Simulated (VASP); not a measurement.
Crystal: Zn.

```
Zn
1.0
     2.63332    0.00000    0.00000
    -1.31666    2.28052    0.00000
     0.00000    0.00000    5.10824
Zn
2
Direct
  0.33333 0.66667 0.25000
  0.66667 0.33333 0.75000
```

* Program: VASP 6.6.1
* Task: relaxation of cell and atoms
* Functional: PBEsol
* Potentials or basis: VASP PAW PBE potentials, release 64 (Zn)
* Cutoff: 600 eV
* k mesh: 18 × 18 × 8
* Occupations: gaussian, width 0.1 eV
* Spin: no spin polarisation

At the start: pressure -4.7 GPa; volume 15.34 Å³/atom.

Problem. Where does the relaxation end?

Solution. Over 9 steps the energy falls by 15.3 meV/atom and the volume is 14.30 Å³/atom (-6.7 %); space group P6_3/mmc (No. 194, to 0.1 Å) before and after.

Step by step:
| step | energy change (eV) | largest force (eV/Å) | pressure (GPa) | volume (Å³) |
| --- | --- | --- | --- | --- |
| 1 | 0.0000 | 0.0000 | -4.70 | 30.68 |
| 2 | -0.0262 | 0.0000 | 0.87 | 28.72 |
| 3 | -0.0269 | 0.0000 | -0.13 | 28.99 |
| 4 | -0.0286 | 0.0000 | -0.18 | 28.89 |
| 5 | -0.0306 | 0.0000 | -0.07 | 28.64 |
| 6 | -0.0306 | 0.0000 | 0.05 | 28.59 |
| 7 | -0.0306 | 0.0000 | 0.06 | 28.58 |
| 8 | -0.0306 | 0.0000 | 0.07 | 28.57 |
| 9 | -0.0306 | 0.0000 | -0.03 | 28.61 |

Final structure:
```xyz
2
Lattice="2.5983 0.0000 0.0000 -1.2992 2.2502 0.0000 0.0000 0.0000 4.8928" Properties=species:S:1:pos:R:3 pbc="T T T"
Zn    0.0000    1.5002    1.2232
Zn    1.2992    0.7501    3.6696
```

Caveat: the PAW data sets were made with another functional, which shifts forces and pressure a little.
